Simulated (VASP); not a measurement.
Input of a VASP 6.6.1 run:

The input INCAR:

```
SYSTEM = Zr3GeTe4
ALGO     = Normal         ! electronic algorithm
EDIFF    = 1E-6           ! SCF threshold, eV
ENCUT    = 520            ! plane-wave cutoff, eV
GGA      = PE             ! functional
ISIF     = 2              ! what is computed and relaxed
ISMEAR   = 0              ! smearing method
LASPH    = .True.         ! aspherical terms in the spheres
LCHARG   = .False.        ! write CHGCAR
LREAL    = .False.        ! projectors in reciprocal space
LWAVE    = .False.        ! write WAVECAR
NBANDS   = 47             ! bands
NELM     = 100            ! most SCF steps
PREC     = Accurate       ! precision mode
SIGMA    = 0.2            ! smearing width, eV
```

File KPOINTS:

```
k-points
0
Gamma
  4 4 2
  0 0 0
```

POSCAR

```
Zr3GeTe4
1.0
    4.9942789150     -0.0000000026      0.0000000000
   -2.4971394553      4.3251724153      0.0000000000
    0.0000000000      0.0000000000     11.8587448478
Zr Ge Te
3 1 4
Direct
    0.6666666667      0.3333333333      0.2389899156
    0.6666666667      0.3333333333      0.7610100844
    0.6666666667      0.3333333333      0.0000000000
    0.3333333333      0.6666666667      0.0000000000
    0.0000000000      0.0000000000      0.5000000000
    0.3333333333      0.6666666667      0.7417121765
    0.3333333333      0.6666666667      0.2582878235
    0.6666666667      0.3333333333      0.5000000000
```

Potentials or basis: VASP PAW PBE potentials, release 64 (Zr_sv, Ge_d, Te).

Run with:

```bash
$ cat potpaw_PBE.64/Zr_sv/POTCAR potpaw_PBE.64/Ge_d/POTCAR potpaw_PBE.64/Te/POTCAR > POTCAR
$ mpirun -np 1 vasp_std > vasp.out
```

Q: What does it give for the pressure?

A: -0.1 GPa.

Q: Estimate the largest force.

A: 0.012 eV/Å.

Stress tensor (GPa, compression positive):
```
 0.21  0.00  0.00
 0.00  0.21  0.00
 0.00  0.00 -0.65
```

Caveat: the k points lie up to 0.36 Å⁻¹ apart.
